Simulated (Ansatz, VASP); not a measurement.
**Be in VASP and in Ansatz**

```
Be
1.0
     0.00000    2.48068    2.48068
     2.48068    0.00000    2.48068
     2.48068    2.48068    0.00000
Be
2
Direct
  0.00000 0.00000 0.00000
  0.25000 0.25000 0.25000
```

Change from the starting cell: volume scaled by 1.04, crystal datasets.

Alike in both runs: task electric field gradients; functional PBE; k mesh 13 × 13 × 13; occupations fermi-dirac, width 0.08 eV; no spin polarisation.

```csv
,VASP,Ansatz
version,VASP 6.6.1,Ansatz 0.2.0
potentials or method,"VASP PAW PBE potentials, release 64 (Be), cutoff 520 eV","all-electron PAW with datasets made for the crystal, scalar-relativistic"
```

```tsv
	VASP	Ansatz	Ansatz less VASP
pressure (GPa)	-1.6	-1.6	-0.03
```

Ansatz ran all-electron here, and VASP with PAW potentials.
